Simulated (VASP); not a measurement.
Input of a VASP 6.6.1 run:

File INCAR:

```
ALGO = Normal
EDIFF = 1E-6
ENCUT = 520
ISIF = 2
ISMEAR = 0
LASPH = T
LCHARG = F
LREAL = F
LWAVE = F
NBANDS = 16
NELM = 80
PREC = Accurate
SIGMA = 0.01
```

The input KPOINTS:

```
k-points
0
Gamma
  8 8 6
```

Contents of POSCAR:

```
AlN
1.0
    3.0887730631      0.0077219326      0.0077219327
   -1.5376991417      2.6710949729      0.0028264235
    0.0123581305      0.0123581305      4.9432521891
Al N
2 2
Direct
    0.3326757446      0.6663374567     -0.0009827134
    0.6664316956      0.3330090244      0.4990159910
    0.3329056715      0.6669994139      0.3809822861
    0.6679868883      0.3336541049      0.8809844364
```

Potentials or basis: VASP PAW LDA potentials, release 64 (Al, N).

Launch:

```bash
$ cat potpaw_LDA.64/Al/POTCAR potpaw_LDA.64/N/POTCAR > POTCAR
$ mpirun -np 1 vasp_std > vasp.out
```

(1) What does it give for the largest force?

(2) Estimate the band gap on the k mesh.

(3) What does it give for the pressure?

Answers

(1) 0.003 eV/Å.

(2) 4.42 eV, direct.

(3) 0.6 GPa.

Caveat: the cell differs from its parent crystal (equal xy, yz and zx engineering shears of +0.5 %).
